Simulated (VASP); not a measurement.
Here is a VASP 6.6.1 calculation.

INCAR

```
ALGO = Normal
EDIFF = 1E-6
ENCUT = 520
GGA = PE
ISIF = 2
ISMEAR = -1
LASPH = T
LCHARG = F
LREAL = F
LWAVE = F
NBANDS = 14
NELM = 80
PREC = Accurate
SIGMA = 0.1
```

The input KPOINTS:

```
k-points
0
Gamma
  15 15 15
```

POSCAR

```
HfN
1.0
    0.0000000000      2.2276672577      2.2276672577
    2.2276672577      0.0000000000      2.2276672577
    2.2276672577      2.2276672577      0.0000000000
Hf N
1 1
Direct
    0.0000000000      0.0000000000      0.0000000000
    0.5000000000      0.5000000000      0.5000000000
```

Potentials or basis: VASP PAW PBE potentials, release 64 (Hf_pv, N).

Command:

```sh
$ cat potpaw_PBE.64/Hf_pv/POTCAR potpaw_PBE.64/N/POTCAR > POTCAR
$ mpirun -np 1 vasp_std > vasp.out
```

Task: Predict the pressure.

Result: 16.1 GPa.
